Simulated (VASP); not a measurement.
# Y (P6_3/mmc) in VASP: single point with PBE

Aim: the single point of Y with PBE.

Everything below comes from runs of VASP 6.6.1. Logs are shortened: lines on timing, memory, paths and dates and some standing lists are left out, and cuts for length are marked.

## Step 1: The cell of the first run

The typed cell holds 8 atoms: a = 5.606 Å, b = 5.606 Å, c = 12.839 Å, α = 90.00°, β = 90.00°, γ = 120.00°.

This isn't the form of Y at room conditions, which is hcp.

## Step 2: Single point, PBE

File INCAR:

```
PREC = Accurate
ENCUT = 520
EDIFF = 1E-6
ISMEAR = 0
SIGMA = 0.1
LREAL = F
LASPH = T
NELM = 80
ALGO = Fast
ISIF = 2
LWAVE = F
LCHARG = F
GGA = PE
NBANDS = 54
```

File KPOINTS:

```
Automatic mesh
0
Gamma
  6 6 2
```

File POSCAR:

```
Y
1.0
    5.6061193793      0.0000000000      0.0000000000
   -2.8030596896      4.8550417991      0.0000000000
    0.0000000000      0.0000000000     12.8390011633
Y
8
Direct
    0.0000000000      0.0000000000      0.1209662515
    0.0000000000      0.0000000000      0.6209662515
    0.0000000000      0.0000000000      0.3790337485
    0.0000000000      0.0000000000      0.8790337485
    0.3333333333      0.6666666667     -0.0000513493
    0.6666666667      0.3333333333      0.4999486507
    0.3333333333      0.6666666667      0.5000513493
    0.6666666667      0.3333333333      1.0000513493
```

Potentials or basis: VASP PAW PBE potentials, release 64 (Y_sv).

Run with:

```sh
$ cat potpaw_PBE.64/Y_sv/POTCAR > POTCAR
$ mpirun -np 1 vasp_std > vasp.out
```

OUTCAR:

```text
PREC = Accurate
   ENCUT = 520
   EDIFF = 1E-6
   ISMEAR = 0
   LREAL = F
   LASPH = T
   NELM = 80
   ISIF = 2
   GGA = PE

 ion  position               nearest neighbor table
   1  0.000  0.000  0.121-   4 3.11   3 3.31   8 3.59   8 3.59   8 3.59   5 3.59   5 3.59   5 3.59

   2  0.000  0.000  0.621-   3 3.11   4 3.31   7 3.59   7 3.59   7 3.59   6 3.59   6 3.59   6 3.59

   3  0.000  0.000  0.379-   2 3.11   1 3.31   6 3.59   6 3.59   6 3.59   7 3.59   7 3.59   7 3.59

   4  0.000  0.000  0.879-   1 3.11   2 3.31   5 3.59   5 3.59   5 3.59   8 3.59   8 3.59   8 3.59

   5  0.333  0.667  1.000-   8 3.24   8 3.24   8 3.24   4 3.59   4 3.59   4 3.59   1 3.59   1 3.59
                             1 3.59
   6  0.667  0.333  0.500-   7 3.24   7 3.24   7 3.24   3 3.59   3 3.59   3 3.59   2 3.59   2 3.59
                             2 3.59
   7  0.333  0.667  0.500-   6 3.24   6 3.24   6 3.24   2 3.59   2 3.59   2 3.59   3 3.59   3 3.59
                             3 3.59
   8  0.667  0.333  0.000-   5 3.24   5 3.24   5 3.24   1 3.59   1 3.59   1 3.59   4 3.59   4 3.59
                             4 3.59

  LATTYP: Found a hexagonal cell.
 ALAT       =     5.6061193793
 C/A-ratio  =     2.2901761976

  Lattice vectors:

 A1 = (   5.6061193793,   0.0000000000,   0.0000000000)
 A2 = (  -2.8030596896,   4.8550417991,   0.0000000000)
 A3 = (   0.0000000000,   0.0000000000,  12.8390011633)

Analysis of symmetry for initial positions (statically):
=====================================================================
 Subroutine PRICEL returns:
 Original cell was already a primitive cell.

 Routine SETGRP: Setting up the symmetry group for a
 hexagonal supercell.

 Subroutine GETGRP returns: Found 24 space group operations
 (whereof 12 operations were pure point group operations)
 out of a pool of 24 trial point group operations.

The static configuration has the point symmetry D_3d.
 The point group associated with its full space group is D_6h.

Analysis of symmetry for dynamics (positions and initial velocities):
=====================================================================
 Subroutine PRICEL returns:
 Original cell was already a primitive cell.

 Routine SETGRP: Setting up the symmetry group for a
 hexagonal supercell.

 Subroutine GETGRP returns: Found 24 space group operations
 (whereof 12 operations were pure point group operations)
 out of a pool of 24 trial point group operations.

The dynamic configuration has the point symmetry D_3d.
 The point group associated with its full space group is D_6h.

 Subroutine INISYM returns: Found 24 space group operations
 (whereof 12 operations are pure point group operations),
 and found     1 'primitive' translations

----------------------------------------------------------------------------------------

                                     Primitive cell

  volume of cell :     349.4512

  direct lattice vectors                    reciprocal lattice vectors
     5.606119379  0.000000000  0.000000000     0.178376508  0.102985725  0.000000000
    -2.803059690  4.855041799  0.000000000     0.000000000  0.205971450  0.000000000
     0.000000000  0.000000000 12.839001163     0.000000000  0.000000000  0.077887679

  length of vectors
     5.606119379  5.606119379 12.839001163     0.205971450  0.205971450  0.077887679

  position of ions in fractional coordinates (direct lattice)
     0.000000000  0.000000000  0.120966252
     0.000000000  0.000000000  0.620966252
     0.000000000  0.000000000  0.379033748
     0.000000000  0.000000000  0.879033748
     0.333333333  0.666666667  0.999948651
     0.666666667  0.333333333  0.499948651
     0.333333333  0.666666667  0.500051349
     0.666666667  0.333333333  0.000051349

  ion indices of the primitive-cell ions
   primitive index   ion index
                 1           1
                 2           2
                 3           3
                 4           4
                 5           5
                 6           6
                 7           7
                 8           8

----------------------------------------------------------------------------------------

 KPOINTS: Automatic mesh

Automatic generation of k-mesh.
 Grid dimensions read from file:
 generate k-points for:    6    6    2

 Generating k-lattice:

  Cartesian coordinates                     Fractional coordinates (reciprocal lattice)
     0.029729418  0.017164288  0.000000000     0.166666667  0.000000000  0.000000000
     0.000000000  0.034328575  0.000000000     0.000000000  0.166666667  0.000000000
     0.000000000  0.000000000  0.038943839     0.000000000  0.000000000  0.500000000

  Length of vectors
     0.034328575  0.034328575  0.038943839

  Shift w.r.t. Gamma in fractional coordinates (k-lattice)
     0.000000000  0.000000000  0.000000000

 Subroutine IBZKPT returns following result:
 ===========================================

 Found     14 irreducible k-points:

 Following reciprocal coordinates:
            Coordinates               Weight
  0.000000  0.000000  0.000000      1.000000
  0.166667  0.000000  0.000000      6.000000
  0.333333  0.000000  0.000000      6.000000
  0.500000  0.000000  0.000000      3.000000
  0.166667  0.166667  0.000000      6.000000
  0.333333  0.166667  0.000000     12.000000
  0.333333  0.333333  0.000000      2.000000
  0.000000  0.000000  0.500000      1.000000
  0.166667  0.000000  0.500000      6.000000
  0.333333  0.000000  0.500000      6.000000
  0.500000  0.000000  0.500000      3.000000
  0.166667  0.166667  0.500000      6.000000
  0.333333  0.166667  0.500000     12.000000
  0.333333  0.333333  0.500000      2.000000
   k-points           NKPTS =     14   k-points in BZ     NKDIM =     14   number of bands    NBANDS=     54
   number of dos      NEDOS =    301   number of ions     NIONS =      8
   total plane-waves  NPLWV = 169344
   dimension x,y,z NGX =    42 NGY =   42 NGZ =   96
   dimension x,y,z NGXF=    84 NGYF=   84 NGZF=  192
   ions per type =               8
   NGX,Y,Z   is equivalent  to a cutoff of  12.45, 12.45, 12.43 a.u.
   NGXF,Y,Z  is equivalent  to a cutoff of  24.91, 24.91, 24.86 a.u.
 SYSTEM =  unknown system
   PREC   = accura    normal or accurate (medium, high low for compatibility)
   ISTART =      0    job   : 0-new  1-cont  2-samecut
   ICHARG =      2    charge: 1-file 2-atom 10-const
   ISPIN  =      1    spin polarized calculation?
   LNONCOLLINEAR =      F non collinear calculations
   LSORBIT =      F    spin-orbit coupling
   LASPH  =      T    aspherical Exc in radial PAW
   ENCUT  =  520.0 eV  38.22 Ry    6.18 a.u.  10.42 10.42 23.87*2*pi/ulx,y,z
   NELM   =     80;   NELMIN=  2; NELMDL= -5     # of ELM steps
   EDIFF  = 0.1E-05   stopping-criterion for ELM
   LREAL  =      F    real-space projection
[... 7 lines left out ...]
   TEBEG  =    0.0;   TEEND  =   0.0 temperature during run
   PSTRESS=    0.0 pullay stress
   NELECT =      88.0000    total number of electrons
   NUPDOWN=      -1.0000    fix difference up-down
   EMIN   =  10.00;   EMAX   =-10.00  energy-range for DOS
   EFERMI =   0.00;   METHOD = LEGACY
   ISMEAR =     0;   SIGMA  =   0.10  broadening in eV -4-tet -1-fermi 0-gaus
   EFERMI_NEDOS =   21; number of points for ismear=-14 and -15
   IALGO  =     68    algorithm
   IMIX   =      4    mixing-type and parameters
     AMIX     =   0.40;   BMIX     =  1.00
     AMIX_MAG =   1.60;   BMIX_MAG =  1.00
  volume/ion in A,a.u.               =      43.68       294.78
  Fermi-wavevector in a.u.,A,eV,Ry     =   1.033809  1.953615 14.541370  1.068761
  Thomas-Fermi vector in A             =   2.168073
   LORBIT       =      0    0 simple, 1 ext, 2 COOP (PROOUT), +10 PAW based schemes
   GGA     = PE    functional components
   LHFCALC =     F    Hartree Fock is set to
   AEXX    =    0.0000 exact exchange contribution
   IVDW    =     0    specifies the selected vdW correction
   LEPSILON=     F    determine dielectric tensor
   LRPA    =     F    only Hartree local field effects (RPA)
 non-spin polarized calculation
 RMM-DIIS sequential band-by-band and
 Gauss-broadening in eV      SIGMA  =   0.10
  energy-cutoff  :      520.00
  volume of cell :      349.45
 maximum number of plane-waves:      9455
 NGX is ok and might be reduce to    42
   NGX = 21   NGY = 21   NGZ = 47

 number of electron      88.0000009 magnetization

 Free energy of the ion-electron system (eV)
  ---------------------------------------------------
  ext. energy  EPLUGINS =         0.00000000
  ---------------------------------------------------
  free energy    TOTEN  =       -45.43120977 eV

  energy without entropy =      -45.36729307  energy(sigma->0) =      -45.39925142

 E-fermi :   1.3625     XC(G=0):  -8.1009

 val. band max:        1.3509556179   @ k =   0.1667   0.0000   0.0000
 cond. band min:       1.3806936660   @ k =   0.3333   0.1667   0.0000
 fundamental gap:      0.0297380481
 Fermi energy:         1.3625031704

 k-point     1 :       0.0000    0.0000    0.0000
  band No.  band energies     occupation
      1     -41.5535      2.00000
      2     -41.5262      2.00000
      3     -41.4947      2.00000
      4     -41.4658      2.00000
      5     -41.3783      2.00000
      6     -41.3771      2.00000
[... 46 lines left out ...]
     53       3.2059      0.00000
     54       3.6414      0.00000

 k-point     2 :       0.1667    0.0000    0.0000
  band No.  band energies     occupation
      1     -41.5522      2.00000
      2     -41.5245      2.00000
      3     -41.4947      2.00000
      4     -41.4657      2.00000
      5     -41.3734      2.00000
      6     -41.3726      2.00000
[... 46 lines left out ...]
     53       3.0340      0.00000
     54       3.3827      0.00000
[... 625 lines left out ...]
     53       2.6375      0.00000
     54       2.6974      0.00000

 k-point    14 :       0.3333    0.3333    0.5000
  band No.  band energies     occupation
      1     -41.5372      2.00000
      2     -41.5372      2.00000
      3     -41.4766      2.00000
      4     -41.4766      2.00000
      5     -41.3305      2.00000
      6     -41.3305      2.00000
[... 46 lines left out ...]
     53       2.6154      0.00000
     54       2.6171      0.00000

------------------------ aborting loop because EDIFF is reached ----------------------------------------

  FORCE on cell =-STRESS in cart. coord.  units (eV):
  Direction    XX          YY          ZZ          XY          YZ          ZX
  --------------------------------------------------------------------------------------
  -------------------------------------------------------------------------------------
  Total       -0.4607197     -0.4607197     -0.4232124     -0.0000000      0.0000000     -0.0000000
  in kB       -2.1123252     -2.1123252     -1.9403604     -0.0000000      0.0000000     -0.0000000
  external PRESSURE =      -2.0550036 kB  Pullay stress =       0.0000000 kB

 VOLUME and BASIS-vectors are now :
 -----------------------------------------------------------------------------
  energy-cutoff  :      520.00
  volume of cell :      349.45
      direct lattice vectors                 reciprocal lattice vectors
     5.606119379  0.000000000  0.000000000     0.178376508  0.102985725  0.000000000
    -2.803059690  4.855041799  0.000000000     0.000000000  0.205971450  0.000000000
     0.000000000  0.000000000 12.839001163     0.000000000  0.000000000  0.077887679

 POSITION                                       TOTAL-FORCE (eV/Angst)
 -----------------------------------------------------------------------------------
      0.00000      0.00000      1.55309        -0.000000      0.000000     -0.034971
      0.00000      0.00000      7.97259        -0.000000      0.000000     -0.034971
      0.00000      0.00000      4.86641        -0.000000      0.000000      0.034971
      0.00000      0.00000     11.28592        -0.000000      0.000000      0.034971
     -0.00000      3.23669     12.83834         0.000000      0.000000      0.000543
      2.80306      1.61835      6.41884        -0.000000     -0.000000      0.000543
     -0.00000      3.23669      6.42016         0.000000      0.000000     -0.000543
      2.80306      1.61835      0.00066         0.000000     -0.000000     -0.000543
 -----------------------------------------------------------------------------------
    total drift:                               -0.000000      0.000000     -0.000000

  FREE ENERGIE OF THE ION-ELECTRON SYSTEM (eV)
  ---------------------------------------------------
  free  energy   TOTEN  =       -45.4312097738 eV

  energy  without entropy=      -45.3672930705  energy(sigma->0) =      -45.39925142
```

It took 8.6 min on 1 thread of Intel Xeon 6975P-C (Granite Rapids), shared host; peak memory 0.52 GiB.

Results:

```yaml
Free_energy: -45.4312 eV
Pressure: -0.2 GPa
Largest_force: 0.035 eV/Å
Band_gap_on_the_k_mesh: zero (bands 44 and 45 overlap by 0.11 eV)
```

Forces on the atoms (eV/Å):
```
Y    0.000  0.000 -0.035
Y    0.000  0.000 -0.035
Y    0.000  0.000  0.035
Y    0.000  0.000  0.035
Y    0.000  0.000  0.001
Y    0.000  0.000  0.001
Y    0.000  0.000 -0.001
Y    0.000  0.000 -0.001
```

The gap in the log of VASP goes by the Fermi energy; the results here count the filled bands.